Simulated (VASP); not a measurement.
Wanted: the native input for a VASP 6.6.1 run.

```yaml
Task: single point
Functional: PBEsol
Potentials_or_basis: VASP PAW PBE potentials, release 64 (Pb_d)
Cutoff: 520 eV
k_mesh: 13 × 13 × 13
Occupations: fermi-dirac, width 0.1 eV
Spin: no spin polarisation
Dipole_correction: no
Further_INCAR_settings: ALGO = Normal; EDIFF = 1e-06; NBANDS = 13
```

The structure of Pb lies in POSCAR:

```
Pb
1.0
   -2.0309054076      2.0309054076      2.0309054076
    2.0309054076     -2.0309054076      2.0309054076
    2.0309054076      2.0309054076     -2.0309054076
Pb
1
Direct
    0.0000000000      0.0000000000      0.0000000000
```

This cell differs from its parent crystal: volume scaled by 1.12.

One way to write it, as run:

INCAR

```
SYSTEM = Pb
PREC = Accurate
ENCUT = 520
EDIFF = 1E-6
ISMEAR = -1
SIGMA = 0.1
LREAL = .FALSE.
LASPH = .TRUE.
NELM = 80
ALGO = Normal
ISIF = 2
LWAVE = .FALSE.
LCHARG = .TRUE.
GGA = PS
LELF = .TRUE.
LVHAR = .TRUE.
NBANDS = 13
```

KPOINTS

```
Automatic mesh
0
G
  13 13 13
  0 0 0
```

Potentials or basis: VASP PAW PBE potentials, release 64 (Pb_d).

Command:

```sh
$ cat potpaw_PBE.64/Pb_d/POTCAR > POTCAR
$ mpirun -np 1 vasp_std > vasp.out
```

Results of the run:

```json
{
  "Pressure": "-4.0 GPa",
  "Band gap on the k mesh": "zero (band 7 reaches 12.83 eV, above the bottom of band 8 at 4.34 eV)"
}
```

Caveat: the PAW data sets were made with another functional, which shifts forces and pressure a little; spin-orbit coupling is left out, which moves the levels of the heavy elements.

Wall time 30 s on 1 thread of Intel(R) Xeon(R) Platinum 8259CL CPU @ 2.50GHz (Skylake/Cascade Lake) (shared host), peak memory 0.17 GiB.
